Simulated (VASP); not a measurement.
# Si64Ag (a cell with a defect) in VASP: a series of runs

Aim: see how the results for Si64Ag (a cell with a defect) move with the level of theory and the settings. Levels: LDA, PBE. Tasks: single point.

Everything below comes from runs of VASP 6.6.1. Logs are shortened: lines on timing, memory, paths and dates and some standing lists are left out, and cuts for length are marked.

**1. The cell of the first run**

The cell holds a defect, 65 atoms: a = 10.866 Å, b = 10.866 Å, c = 10.866 Å, α = 90.00°, β = 90.00°, γ = 90.00°.

**2. Single point, LDA**

The input, INCAR:

```
PREC = Accurate
ENCUT = 400
EDIFF = 1E-6
ISMEAR = -1
SIGMA = 0.05
LREAL = Auto
LASPH = T
NELM = 120
ALGO = Normal
ISIF = 2
LWAVE = F
LCHARG = F
GGA = CA
NELECT = 266.0
ISYM = 0
NBANDS = 172
GGA_COMPAT = F
```

The input, KPOINTS:

```
Automatic mesh
0
Gamma
  1 1 1
  0.25 0.25 0.25
```

The input, POSCAR:

```
Si64Ag
1.0
   10.8655790000      0.0000000000      0.0000000000
    0.0000000000     10.8655790000      0.0000000000
    0.0000000000      0.0000000000     10.8655790000
Si Ag
64 1
Direct
    0.9928400000      0.9923700000      0.9926600000
    0.0000400000      0.9995800000      0.5002800000
    0.0000400000      0.4999900000      0.9998500000
    0.9959100000      0.5055600000      0.5058500000
    0.5004500000      0.9995800000      0.9998500000
    0.5060400000      0.9954400000      0.5058500000
    0.5060400000      0.5055700000      0.9957100000
    0.5009500000      0.5004900000      0.5007700000
    0.1162300000      0.1157600000      0.1160400000
    0.1246000000      0.1241300000      0.6257100000
    0.1246000000      0.6254200000      0.1244100000
    0.1271500000      0.6265300000      0.6268100000
    0.6258800000      0.1241400000      0.1244100000
    0.6270000000      0.1266800000      0.6268100000
    0.6270000000      0.6265300000      0.1269700000
    0.6258500000      0.6253800000      0.6256600000
    0.2496600000      0.2492000000      0.9960000000
    0.2508600000      0.2503800000      0.5046400000
    0.2502300000      0.7497000000      0.0002300000
    0.2506400000      0.7503800000      0.5001300000
    0.7501700000      0.2497600000      0.0002300000
    0.7508400000      0.2501800000      0.5001300000
    0.7499400000      0.7494700000      0.9994300000
    0.7503300000      0.7498600000      0.5002400000
    0.3828500000      0.3823900000      0.1192600000
    0.3769200000      0.3764500000      0.6264300000
    0.3763400000      0.8742800000      0.1242400000
    0.3750700000      0.8742000000      0.6265500000
    0.8747500000      0.3758700000      0.1242400000
    0.8746700000      0.3746000000      0.6265500000
    0.8735600000      0.8730900000      0.1261400000
    0.8753800000      0.8749100000      0.6251300000
    0.2496600000      0.9957100000      0.2494800000
    0.2502300000      0.9999600000      0.7499800000
    0.2508600000      0.5043500000      0.2506600000
    0.2506400000      0.4998500000      0.7506500000
    0.7501700000      0.9999600000      0.2500400000
    0.7499400000      0.9991600000      0.7497500000
    0.7508400000      0.4998500000      0.2504600000
    0.7503300000      0.4999600000      0.7501400000
    0.3828500000      0.1189800000      0.3826700000
    0.3763400000      0.1239500000      0.8745700000
    0.3769200000      0.6261400000      0.3767400000
    0.3750700000      0.6262700000      0.8744800000
    0.8747500000      0.1239500000      0.3761500000
    0.8735600000      0.1258700000      0.8733700000
    0.8746700000      0.6262700000      0.3748700000
    0.8753800000      0.6248500000      0.8751900000
    0.9961800000      0.2492000000      0.2494800000
    0.0004200000      0.2497600000      0.7499800000
    0.0004200000      0.7497000000      0.2500500000
    0.9996200000      0.7494700000      0.7497400000
    0.5048100000      0.2503900000      0.2506700000
    0.5003100000      0.2501800000      0.7506500000
    0.5003100000      0.7503700000      0.2504600000
    0.5004200000      0.7498600000      0.7501500000
    0.1194500000      0.3823800000      0.3826600000
    0.1244200000      0.3758800000      0.8745700000
    0.1244200000      0.8742900000      0.3761500000
    0.1263300000      0.8730900000      0.8733600000
    0.6266100000      0.3764600000      0.3767400000
    0.6267400000      0.3746000000      0.8744800000
    0.6267400000      0.8742000000      0.3748700000
    0.6253100000      0.8749200000      0.8751900000
    0.2479100000      0.2474400000      0.2477200000
```

Potentials or basis: VASP PAW LDA potentials, release 64 (Si, Ag).

On the command line:

```bash
$ cat potpaw_LDA.64/Si/POTCAR potpaw_LDA.64/Ag/POTCAR > POTCAR
$ mpirun -np 1 vasp_std > vasp.out
```

OUTCAR:

```text
PREC = Accurate
   ENCUT = 400
   EDIFF = 1E-6
   ISMEAR = -1
   LREAL = Auto
   LASPH = T
   NELM = 120
   ISIF = 2
   GGA = CA
   NELECT = 266.0
   ISYM = 0

 ion  position               nearest neighbor table
   1  0.993  0.992  0.993-   9 2.32  31 2.34  60 2.34  46 2.34
   2  0.000  1.000  0.500-  45 2.34  59 2.34  32 2.35  10 2.35
   3  0.000  0.500  1.000-  58 2.34  29 2.34  48 2.35  11 2.35
   4  0.996  0.506  0.506-  57 2.32  30 2.34  47 2.34  12 2.34
   5  0.500  1.000  1.000-  42 2.34  27 2.34  64 2.35  13 2.35
   6  0.506  0.995  0.506-  41 2.32  28 2.34  63 2.34  14 2.34
   7  0.506  0.506  0.996-  25 2.32  44 2.34  62 2.34  15 2.34
   8  0.501  0.500  0.501-  43 2.34  61 2.34  26 2.34  16 2.35
   9  0.116  0.116  0.116-   1 2.32  17 2.43  33 2.43  49 2.43  65 2.48
  10  0.125  0.124  0.626-  18 2.34  34 2.35  50 2.35   2 2.35
  11  0.125  0.625  0.124-  35 2.34  19 2.35  51 2.35   3 2.35
  12  0.127  0.627  0.627-   4 2.34  52 2.34  36 2.35  20 2.35
  13  0.626  0.124  0.124-  53 2.34  21 2.35  37 2.35   5 2.35
  14  0.627  0.127  0.627-   6 2.34  38 2.34  22 2.35  54 2.35
  15  0.627  0.627  0.127-   7 2.34  23 2.34  39 2.35  55 2.35
  16  0.626  0.625  0.626-  40 2.35  24 2.35  56 2.35   8 2.35
  17  0.250  0.249  0.996-  58 2.34  42 2.34   9 2.43  25 2.45  65 2.74
  18  0.251  0.250  0.505-  10 2.34  26 2.35  41 2.42  57 2.42  65 2.79
  19  0.250  0.750  0.000-  44 2.35  11 2.35  60 2.35  27 2.35
  20  0.251  0.750  0.500-  43 2.35  12 2.35  59 2.35  28 2.35
  21  0.750  0.250  0.000-  62 2.35  13 2.35  46 2.35  29 2.35
  22  0.751  0.250  0.500-  61 2.35  14 2.35  45 2.35  30 2.35
[... 24 lines left out ...]
  47  0.875  0.626  0.375-   4 2.34  24 2.34  51 2.35  39 2.35
  48  0.875  0.625  0.875-   3 2.35  23 2.35  52 2.35  40 2.35
  49  0.996  0.249  0.249-  29 2.34  45 2.34   9 2.43  57 2.45  65 2.74
  50  0.000  0.250  0.750-  30 2.35  10 2.35  46 2.35  58 2.35
  51  0.000  0.750  0.250-  47 2.35  11 2.35  31 2.35  59 2.35
  52  1.000  0.749  0.750-  12 2.34  60 2.35  32 2.35  48 2.35
  53  0.505  0.250  0.251-  13 2.34  61 2.35  41 2.42  25 2.42  65 2.79
  54  0.500  0.250  0.751-  26 2.35  14 2.35  42 2.35  62 2.35
  55  0.500  0.750  0.250-  43 2.35  15 2.35  27 2.35  63 2.35
  56  0.500  0.750  0.750-  44 2.34  28 2.34  16 2.35  64 2.35
  57  0.119  0.382  0.383-   4 2.32  35 2.42  18 2.42  49 2.45  65 2.50
  58  0.124  0.376  0.875-  17 2.34   3 2.34  36 2.35  50 2.35
  59  0.124  0.874  0.376-  33 2.34   2 2.34  20 2.35  51 2.35
  60  0.126  0.873  0.873-   1 2.34  52 2.35  34 2.35  19 2.35
  61  0.627  0.376  0.377-   8 2.34  22 2.35  39 2.35  53 2.35
  62  0.627  0.375  0.874-   7 2.34  40 2.34  21 2.35  54 2.35
  63  0.627  0.874  0.375-   6 2.34  24 2.34  37 2.35  55 2.35
  64  0.625  0.875  0.875-   5 2.35  38 2.35  23 2.35  56 2.35
  65  0.248  0.247  0.248-   9 2.48  57 2.50  41 2.50  25 2.50  17 2.74  33 2.74  49 2.74  53 2.79
                            35 2.79  18 2.79

IMPORTANT INFORMATION: All symmetrisations will be switched off!
NOSYMM: (Re-)initialisation of all symmetry stuff for point group C_1.

----------------------------------------------------------------------------------------

                                     Primitive cell

  volume of cell :    1282.7990

  direct lattice vectors                    reciprocal lattice vectors
    10.865579000  0.000000000  0.000000000     0.092033752  0.000000000  0.000000000
     0.000000000 10.865579000  0.000000000     0.000000000  0.092033752  0.000000000
     0.000000000  0.000000000 10.865579000     0.000000000  0.000000000  0.092033752

  length of vectors
    10.865579000 10.865579000 10.865579000     0.092033752  0.092033752  0.092033752

  position of ions in fractional coordinates (direct lattice)
     0.992840000  0.992370000  0.992660000
     0.000040000  0.999580000  0.500280000
     0.000040000  0.499990000  0.999850000
     0.995910000  0.505560000  0.505850000
     0.500450000  0.999580000  0.999850000
     0.506040000  0.995440000  0.505850000
[... 57 lines left out ...]
     0.625310000  0.874920000  0.875190000
     0.247910000  0.247440000  0.247720000

  ion indices of the primitive-cell ions
   primitive index   ion index
                 1           1
                 2           2
                 3           3
                 4           4
                 5           5
                 6           6
[... 57 lines left out ...]
                64          64
                65          65

----------------------------------------------------------------------------------------

 KPOINTS: Automatic mesh

Automatic generation of k-mesh.
 Grid dimensions read from file:
 generate k-points for:    1    1    1

 Generating k-lattice:

  Cartesian coordinates                     Fractional coordinates (reciprocal lattice)
     0.092033752  0.000000000  0.000000000     1.000000000  0.000000000  0.000000000
     0.000000000  0.092033752  0.000000000     0.000000000  1.000000000  0.000000000
     0.000000000  0.000000000  0.092033752     0.000000000  0.000000000  1.000000000

  Length of vectors
     0.092033752  0.092033752  0.092033752

  Shift w.r.t. Gamma in fractional coordinates (k-lattice)
     0.250000000  0.250000000  0.250000000

 Subroutine IBZKPT returns following result:
 ===========================================

 Found      4 irreducible k-points:

 Following reciprocal coordinates:
            Coordinates               Weight
  0.250000  0.250000  0.250000      2.000000
 -0.250000  0.250000  0.250000      2.000000
 -0.250000 -0.250000  0.250000      2.000000
  0.250000 -0.250000  0.250000      2.000000
   k-points           NKPTS =      4   k-points in BZ     NKDIM =      4   number of bands    NBANDS=    172
   number of dos      NEDOS =    301   number of ions     NIONS =     65
   total plane-waves  NPLWV = 373248
   dimension x,y,z NGX =    72 NGY =   72 NGZ =   72
   dimension x,y,z NGXF=   144 NGYF=  144 NGZF=  144
   ions per type =              64   1
   NGX,Y,Z   is equivalent  to a cutoff of  11.02, 11.02, 11.02 a.u.
   NGXF,Y,Z  is equivalent  to a cutoff of  22.03, 22.03, 22.03 a.u.
 SYSTEM =  unknown system
   PREC   = accura    normal or accurate (medium, high low for compatibility)
   ISTART =      0    job   : 0-new  1-cont  2-samecut
   ICHARG =      2    charge: 1-file 2-atom 10-const
   ISPIN  =      1    spin polarized calculation?
   LNONCOLLINEAR =      F non collinear calculations
   LSORBIT =      F    spin-orbit coupling
   LASPH  =      T    aspherical Exc in radial PAW
   ENCUT  =  400.0 eV  29.40 Ry    5.42 a.u.  17.72 17.72 17.72*2*pi/ulx,y,z
   NELM   =    120;   NELMIN=  2; NELMDL= -5     # of ELM steps
   EDIFF  = 0.1E-05   stopping-criterion for ELM
   LREAL  =      T    real-space projection
   EDIFFG = 0.1E-04   stopping-criterion for IOM
   NSW    =      0    number of steps for IOM
   IBRION =     -1    ionic relax: 0-MD 1-quasi-New 2-CG
   NFREE  =      0    steps in history (QN), initial steepest desc. (CG)
   ISIF   =      2    stress and relaxation
   ISYM   =      0    0-nonsym 1-usesym 2-fastsym
   POTIM  = 0.5000    time-step for ionic-motion
   TEBEG  =    0.0;   TEEND  =   0.0 temperature during run
   PSTRESS=    0.0 pullay stress
   NELECT =     266.0000    total number of electrons
   NUPDOWN=      -1.0000    fix difference up-down
   EMIN   =  10.00;   EMAX   =-10.00  energy-range for DOS
   EFERMI =   0.00;   METHOD = LEGACY
   ISMEAR =    -1;   SIGMA  =   0.05  broadening in eV -4-tet -1-fermi 0-gaus
   EFERMI_NEDOS =   21; number of points for ismear=-14 and -15
   IALGO  =     38    algorithm
   IMIX   =      4    mixing-type and parameters
     AMIX     =   0.40;   BMIX     =  1.00
     AMIX_MAG =   1.60;   BMIX_MAG =  1.00
  volume/ion in A,a.u.               =      19.74       133.18
  Fermi-wavevector in a.u.,A,eV,Ry     =   0.968982  1.831111 12.774873  0.938927
  Thomas-Fermi vector in A             =   2.098997
   LORBIT       =      0    0 simple, 1 ext, 2 COOP (PROOUT), +10 PAW based schemes
   GGA     = CA    functional components
   LHFCALC =     F    Hartree Fock is set to
   AEXX    =    0.0000 exact exchange contribution
   IVDW    =     0    specifies the selected vdW correction
   LEPSILON=     F    determine dielectric tensor
   LRPA    =     F    only Hartree local field effects (RPA)
 non-spin polarized calculation
  energy-cutoff  :      400.00
  volume of cell :     1282.80
 maximum number of plane-waves:     23294
 NGX is ok and might be reduce to    70
   NGX = 35   NGY = 35   NGZ = 35

 number of electron     265.9999969 magnetization

 Free energy of the ion-electron system (eV)
  ---------------------------------------------------
  ext. energy  EPLUGINS =         0.00000000
  ---------------------------------------------------
  free energy    TOTEN  =      -389.38932457 eV

  energy without entropy =     -389.38899916  energy(sigma->0) =     -389.38916186

 E-fermi :   6.1231     XC(G=0):  -9.6767

 val. band max:        5.6678381046   @ k =   0.2500  -0.2500   0.2500
 cond. band min:       6.5637567591   @ k =  -0.2500   0.2500   0.2500
 fundamental gap:      0.8959186545
 Fermi energy:         6.1231124800

 k-point     1 :       0.2500    0.2500    0.2500
  band No.  band energies     occupation
      1      -5.8945      2.00000
      2      -5.4171      2.00000
      3      -5.3110      2.00000
      4      -5.3110      2.00000
      5      -4.8762      2.00000
      6      -4.8042      2.00000
[... 581 lines left out ...]
    144       7.6977      0.00000
    145       7.7864      0.00000
 [bands above 145 left out]

------------------------ aborting loop because EDIFF is reached ----------------------------------------

  FORCE on cell =-STRESS in cart. coord.  units (eV):
  Direction    XX          YY          ZZ          XY          YZ          ZX
  --------------------------------------------------------------------------------------
  -------------------------------------------------------------------------------------
  Total      -15.4960874    -15.4968129    -15.4989420     -0.4320081     -0.4373158     -0.4303977
  in kB      -19.3541462    -19.3550524    -19.3577116     -0.5395651     -0.5461942     -0.5375538
  external PRESSURE =     -19.3556367 kB  Pullay stress =       0.0000000 kB

 VOLUME and BASIS-vectors are now :
 -----------------------------------------------------------------------------
  energy-cutoff  :      400.00
  volume of cell :     1282.80
      direct lattice vectors                 reciprocal lattice vectors
    10.865579000  0.000000000  0.000000000     0.092033752  0.000000000  0.000000000
     0.000000000 10.865579000  0.000000000     0.000000000  0.092033752  0.000000000
     0.000000000  0.000000000 10.865579000     0.000000000  0.000000000  0.092033752

 POSITION                                       TOTAL-FORCE (eV/Angst)
 -----------------------------------------------------------------------------------
     10.78778     10.78267     10.78583         0.071128      0.070141      0.068999
      0.00043     10.86102      5.43583         0.023446      0.022537      0.024830
      0.00043      5.43268     10.86395         0.022481      0.026219      0.025757
     10.82114      5.49320      5.49635        -0.010006      0.008491      0.006969
      5.43768     10.86102     10.86395         0.027085      0.022052      0.025405
      5.49842     10.81603      5.49635         0.008026     -0.010734      0.006879
[... 57 lines left out ...]
      6.79436      9.50651      9.50945        -0.024704     -0.025568     -0.025651
      2.69369      2.68858      2.69162         0.029735      0.028921      0.029575
 -----------------------------------------------------------------------------------
    total drift:                                0.003942      0.004092     -0.001318

  FREE ENERGIE OF THE ION-ELECTRON SYSTEM (eV)
  ---------------------------------------------------
  free  energy   TOTEN  =      -389.3893245693 eV

  energy  without entropy=     -389.3889991576  energy(sigma->0) =     -389.38916186
```

It took 33 min on 1 thread of Intel Xeon 8259CL, shared host; peak memory 0.73 GiB.

What came out:

```yaml
Free_energy: -389.3893 eV
Largest_force: 0.130 eV/Å
```

Forces in eV/Å, atoms in the order of the input:
```
Si   0.071  0.070  0.069
Si   0.023  0.023  0.025
Si   0.022  0.026  0.026
Si  -0.010  0.008  0.007
Si   0.027  0.022  0.025
Si   0.008 -0.011  0.007
Si   0.008  0.007 -0.008
Si   0.027  0.027  0.027
Si   0.038  0.039  0.040
Si  -0.023 -0.022 -0.017
Si  -0.024 -0.016 -0.024
Si  -0.049 -0.023 -0.023
Si  -0.016 -0.023 -0.023
Si  -0.023 -0.048 -0.023
Si  -0.023 -0.023 -0.050
Si  -0.029 -0.027 -0.027
Si   0.041  0.040  0.031
Si   0.018  0.019 -0.002
Si   0.023  0.025  0.023
Si   0.025  0.022  0.025
Si   0.024  0.024  0.023
Si   0.022  0.023  0.025
Si   0.021  0.021  0.052
Si   0.029  0.030  0.046
Si  -0.092 -0.092 -0.005
Si  -0.027 -0.026 -0.017
Si  -0.020 -0.015 -0.019
Si  -0.030 -0.017 -0.028
Si  -0.016 -0.019 -0.019
Si  -0.018 -0.029 -0.028
Si  -0.032 -0.032 -0.037
Si  -0.026 -0.025 -0.026
Si   0.041  0.032  0.040
Si   0.023  0.022  0.025
Si   0.019 -0.001  0.020
Si   0.024  0.027  0.023
Si   0.023  0.023  0.022
Si   0.022  0.052  0.022
Si   0.022  0.026  0.023
Si   0.029  0.047  0.029
Si  -0.092 -0.006 -0.092
Si  -0.020 -0.016 -0.017
Si  -0.027 -0.015 -0.027
Si  -0.031 -0.029 -0.017
Si  -0.016 -0.017 -0.019
Si  -0.031 -0.040 -0.031
Si  -0.018 -0.029 -0.027
Si  -0.025 -0.025 -0.026
Si   0.032  0.039  0.041
Si   0.024  0.024  0.025
Si   0.024  0.025  0.021
Si   0.052  0.020  0.022
Si   0.000  0.020  0.020
Si   0.027  0.022  0.024
Si   0.027  0.022  0.024
Si   0.048  0.030  0.027
Si  -0.005 -0.092 -0.092
Si  -0.018 -0.021 -0.017
Si  -0.019 -0.016 -0.018
Si  -0.038 -0.032 -0.031
Si  -0.016 -0.027 -0.027
Si  -0.028 -0.029 -0.018
Si  -0.029 -0.017 -0.028
Si  -0.025 -0.026 -0.026
Ag   0.030  0.029  0.030
```

Caveat: the cell carries a net charge on a neutralising background, which shifts energy and pressure; the cell is charged against a uniform background, so pressure and absolute levels hang on convention.

[end of part 1 of 2]
